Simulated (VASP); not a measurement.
# Al3Cu2 (P-3m1) in VASP: a series of runs

Al3Cu2 is run at these levels: PBEsol; tasks: single point.

All numbers are computed with VASP 6.6.1; they aren't measurements. Logs are shortened: lines on timing, memory, paths and dates and some standing lists are left out, and cuts for length are marked.

**1. The cell of the first run**

The structure is trigonal, space group P-3m1 (No. 164). Conventional cell: a = 3.853 Å, b = 3.853 Å, c = 4.982 Å, α = 90.00°, β = 90.00°, γ = 120.00°. Within 3.1 Å of Al (site symmetry -3m) lie 6 Cu at 2.36 Å and 6 Al at 2.83 Å. Within 3.2 Å of Al (site symmetry 3m) lie 5 Cu at 2.42 to 2.54 Å and 6 Al at 2.67 to 2.83 Å. Within 3.1 Å of Cu (site symmetry 3m) lie 8 Al at 2.36 to 2.54 Å and 3 Cu at 2.72 Å.

**2. Single point, PBEsol (strain -0.0600 x Voigt [1, 1, 0, 0, 0, 0])**

Contents of INCAR:

```
SYSTEM = Al3Cu2
PREC = Accurate
ENCUT = 520
EDIFF = 1E-6
ISMEAR = 0
SIGMA = 0.15
LREAL = .FALSE.
LASPH = .TRUE.
NELM = 80
ALGO = Fast
ISIF = 2
LWAVE = .FALSE.
LCHARG = .FALSE.
GGA = PS
NBANDS = 24
```

Contents of KPOINTS:

```
regular mesh
0
G
  12 12 10
  0 0 0
```

Contents of POSCAR:

```
Al3Cu2
1.0
    3.8526704653      0.0000000000      0.0000000000
   -1.9263352327      3.3365104954      0.0000000000
    0.0000000000      0.0000000000      4.9821008425
Al Cu
3 2
Direct
    0.0000000000      0.0000000000      0.0000000000
    0.3333333333      0.6666666667      0.3515059809
    0.6666666667      0.3333333333      0.6484940191
    0.3333333333      0.6666666667      0.8422899817
    0.6666666667      0.3333333333      0.1577100183
```

Potentials or basis: VASP PAW PBE potentials, release 64 (Al, Cu).

On the command line:

```bash
$ cat potpaw_PBE.64/Al/POTCAR potpaw_PBE.64/Cu/POTCAR > POTCAR
$ mpirun -np 1 vasp_std > vasp.out
```

OUTCAR:

```text
SYSTEM = Al3Cu2
   PREC = Accurate
   ENCUT = 520
   EDIFF = 1E-6
   ISMEAR = 0
   LREAL = .FALSE.
   LASPH = .TRUE.
   NELM = 80
   ISIF = 2
   GGA = PS

 ion  position               nearest neighbor table
   1  0.000  0.000  0.000-   4 2.36   5 2.36   5 2.36   4 2.36   5 2.36   4 2.36   2 2.83   3 2.83
                             2 2.83   3 2.83   3 2.83   2 2.83
   2  0.333  0.667  0.352-   5 2.42   5 2.42   5 2.42   4 2.45   4 2.54   3 2.67   3 2.67   3 2.67
                             1 2.83   1 2.83   1 2.83
   3  0.667  0.333  0.648-   4 2.42   4 2.42   4 2.42   5 2.45   5 2.54   2 2.67   2 2.67   2 2.67
                             1 2.83   1 2.83   1 2.83
   4  0.333  0.667  0.842-   1 2.36   1 2.36   1 2.36   3 2.42   3 2.42   3 2.42   2 2.45   2 2.54
                             5 2.72   5 2.72   5 2.72
   5  0.667  0.333  0.158-   1 2.36   1 2.36   1 2.36   2 2.42   2 2.42   2 2.42   3 2.45   3 2.54
                             4 2.72   4 2.72   4 2.72

  LATTYP: Found a hexagonal cell.
 ALAT       =     3.8526704653
 C/A-ratio  =     1.2931551991

  Lattice vectors:

 A1 = (   3.8526704653,   0.0000000000,   0.0000000000)
 A2 = (  -1.9263352327,   3.3365104954,   0.0000000000)
 A3 = (   0.0000000000,   0.0000000000,   4.9821008425)

Analysis of symmetry for initial positions (statically):
=====================================================================
 Subroutine PRICEL returns:
 Original cell was already a primitive cell.

 Routine SETGRP: Setting up the symmetry group for a
 hexagonal supercell.

 Subroutine GETGRP returns: Found 12 space group operations
 (whereof 12 operations were pure point group operations)
 out of a pool of 24 trial point group operations.

The static configuration has the point symmetry D_3d.

Analysis of symmetry for dynamics (positions and initial velocities):
=====================================================================
 Subroutine PRICEL returns:
 Original cell was already a primitive cell.

 Routine SETGRP: Setting up the symmetry group for a
 hexagonal supercell.

 Subroutine GETGRP returns: Found 12 space group operations
 (whereof 12 operations were pure point group operations)
 out of a pool of 24 trial point group operations.

The dynamic configuration has the point symmetry D_3d.

 Subroutine INISYM returns: Found 12 space group operations
[... 96 lines left out ...]
   ICHARG =      2    charge: 1-file 2-atom 10-const
   ISPIN  =      1    spin polarized calculation?
   LNONCOLLINEAR =      F non collinear calculations
   LSORBIT =      F    spin-orbit coupling
   LASPH  =      T    aspherical Exc in radial PAW
   ENCUT  =  520.0 eV  38.22 Ry    6.18 a.u.   7.16  7.16  9.26*2*pi/ulx,y,z
   NELM   =     80;   NELMIN=  2; NELMDL= -5     # of ELM steps
   EDIFF  = 0.1E-05   stopping-criterion for ELM
   LREAL  =      F    real-space projection
   EDIFFG = 0.1E-04   stopping-criterion for IOM
   NSW    =      0    number of steps for IOM
   IBRION =     -1    ionic relax: 0-MD 1-quasi-New 2-CG
   NFREE  =      0    steps in history (QN), initial steepest desc. (CG)
   ISIF   =      2    stress and relaxation
   ISYM   =      2    0-nonsym 1-usesym 2-fastsym
   POTIM  = 0.5000    time-step for ionic-motion
   TEBEG  =    0.0;   TEEND  =   0.0 temperature during run
   PSTRESS=    0.0 pullay stress
   NELECT =      31.0000    total number of electrons
   NUPDOWN=      -1.0000    fix difference up-down
   EMIN   =  10.00;   EMAX   =-10.00  energy-range for DOS
   EFERMI =   0.00;   METHOD = LEGACY
   ISMEAR =     0;   SIGMA  =   0.15  broadening in eV -4-tet -1-fermi 0-gaus
   EFERMI_NEDOS =   21; number of points for ismear=-14 and -15
   IALGO  =     68    algorithm
   IMIX   =      4    mixing-type and parameters
     AMIX     =   0.40;   BMIX     =  1.00
     AMIX_MAG =   1.60;   BMIX_MAG =  1.00
  volume/ion in A,a.u.               =      12.81        86.44
  Fermi-wavevector in a.u.,A,eV,Ry     =   1.285404  2.429062 22.480422  1.652264
  Thomas-Fermi vector in A             =   2.417541
   LORBIT       =      0    0 simple, 1 ext, 2 COOP (PROOUT), +10 PAW based schemes
   GGA     = PS    functional components
   LHFCALC =     F    Hartree Fock is set to
   AEXX    =    0.0000 exact exchange contribution
   IVDW    =     0    specifies the selected vdW correction
   LEPSILON=     F    determine dielectric tensor
   LRPA    =     F    only Hartree local field effects (RPA)
 non-spin polarized calculation
 RMM-DIIS sequential band-by-band and
 Gauss-broadening in eV      SIGMA  =   0.15
  energy-cutoff  :      520.00
  volume of cell :       64.04
 maximum number of plane-waves:      1761
 NGX is ok and might be reduce to    30
   NGX = 15   NGY = 15   NGZ = 19

 number of electron      30.9999994 magnetization

 Free energy of the ion-electron system (eV)
  ---------------------------------------------------
  ext. energy  EPLUGINS =         0.00000000
  ---------------------------------------------------
  free energy    TOTEN  =       -21.13825251 eV

  energy without entropy =      -21.12642968  energy(sigma->0) =      -21.13234109

 E-fermi :   9.7459     XC(G=0): -11.6235

 val. band max:        9.7392992511   @ k =   0.0000   0.2500   0.2000
 cond. band min:       9.7504281596   @ k =   0.0833   0.0000   0.2000
 fundamental gap:      0.0111289085
 Fermi energy:         9.7459314684

 k-point     1 :       0.0000    0.0000    0.0000
  band No.  band energies     occupation
      1      -2.4223      2.00000
      2       2.4861      2.00000
      3       3.0890      2.00000
      4       3.7534      2.00000
      5       3.7534      2.00000
      6       4.1456      2.00000
[... 637 lines left out ...]
     23      15.7734      0.00000
     24      16.1952      0.00000

 [... further k-points ...]
[... 5 lines left out ...]
  --------------------------------------------------------------------------------------
  -------------------------------------------------------------------------------------
  Total        9.8139907      9.8139907      3.6214210     -0.0000000      0.0000000     -0.0000000
  in kB      245.5214011    245.5214011     90.5988575     -0.0000000      0.0000000     -0.0000000
  external PRESSURE =     193.8805532 kB  Pullay stress =       0.0000000 kB

 VOLUME and BASIS-vectors are now :
 -----------------------------------------------------------------------------
  energy-cutoff  :      520.00
  volume of cell :       64.04
      direct lattice vectors                 reciprocal lattice vectors
     3.852670465  0.000000000  0.000000000     0.259560222  0.149857164  0.000000000
    -1.926335233  3.336510495  0.000000000     0.000000000  0.299714328  0.000000000
     0.000000000  0.000000000  4.982100843     0.000000000  0.000000000  0.200718539

 POSITION                                       TOTAL-FORCE (eV/Angst)
 -----------------------------------------------------------------------------------
      0.00000      0.00000      0.00000        -0.000000      0.000000      0.000000
     -0.00000      2.22434      1.75124        -0.000000     -0.000000      0.149864
      1.92634      1.11217      3.23086         0.000000      0.000000     -0.149864
     -0.00000      2.22434      4.19637         0.000000      0.000000     -0.204852
      1.92634      1.11217      0.78573        -0.000000      0.000000      0.204852
 -----------------------------------------------------------------------------------
    total drift:                                0.000000     -0.000000      0.000000

  FREE ENERGIE OF THE ION-ELECTRON SYSTEM (eV)
  ---------------------------------------------------
  free  energy   TOTEN  =       -21.1382525094 eV

  energy  without entropy=      -21.1264296756  energy(sigma->0) =      -21.13234109
```

stdout:

```text
POSCAR found type information on POSCAR AlCu
 POSCAR found :  2 types and       5 ions
 scaLAPACK will be used
 -----------------------------------------------------------------------------
|                                                                             |
|                                                                             |
|     You enforced a specific xc type in the INCAR file but a different       |
|     I HOPE YOU KNOW WHAT YOU ARE DOING!                                     |
|                                                                             |
 -----------------------------------------------------------------------------

 LDA part: xc-table for (Slater+PW92), standard interpolation
 POSCAR, INCAR and KPOINTS ok, starting setup
 FFT: planning ... GRIDC
 FFT: planning ... GRID_SOFT
 FFT: planning ... GRID
 WAVECAR not read
 entering main loop
```

Wall time 3.2 min (1 thread of Intel Xeon 6975P-C (Granite Rapids), shared host); peak memory 0.34 GiB.

Results:

```
Free energy   : -21.1383 eV
Pressure      : 19.4 GPa
Largest force : 0.205 eV/Å
```

Forces on the atoms (eV/Å):
```
Al   0.000  0.000  0.000
Al   0.000  0.000  0.150
Al   0.000  0.000 -0.150
Cu   0.000  0.000 -0.205
Cu   0.000  0.000  0.205
```

Stress tensor (GPa, compression positive):
```
24.55  0.00  0.00
 0.00 24.55  0.00
 0.00  0.00  9.06
```

Caveat: the cell differs from its parent crystal (strain -0.0600 x Voigt [1, 1, 0, 0, 0, 0]); the PAW data sets were made with another functional, which shifts forces and pressure a little.

(Continued in part 2 of 2.)
